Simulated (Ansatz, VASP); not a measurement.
**One calculation of P, two programs**

```
CELL_PARAMETERS angstrom
0.00000 2.59720 2.59720
2.59720 0.00000 2.59720
2.59720 2.59720 0.00000
ATOMIC_POSITIONS crystal
P 0.12500 0.12500 0.12500
P 0.87500 0.87500 0.87500
```

Alike in both runs: task single point; functional LDA; k mesh 12 × 12 × 12; occupations fermi-dirac, width 0.1 eV; no spin polarisation.

```csv
,VASP,Ansatz
version,VASP 6.6.1,Ansatz 0.2.0
potentials or method,"VASP PAW LDA potentials, release 64 (P), cutoff 520 eV","plane waves (420 eV) with PAW, scalar-relativistic"
valence electrons in the cell,10,10
```

|  | VASP | Ansatz | Ansatz less VASP |
| --- | --- | --- | --- |
| pressure (GPa) | 5.2 | 5.4 | +0.18 |

Ansatz warns that its potentials were made for another functional, while VASP's fit it. LDA's correlation is that of Perdew and Zunger in VASP and of Perdew and Wang (1992) in Ansatz.
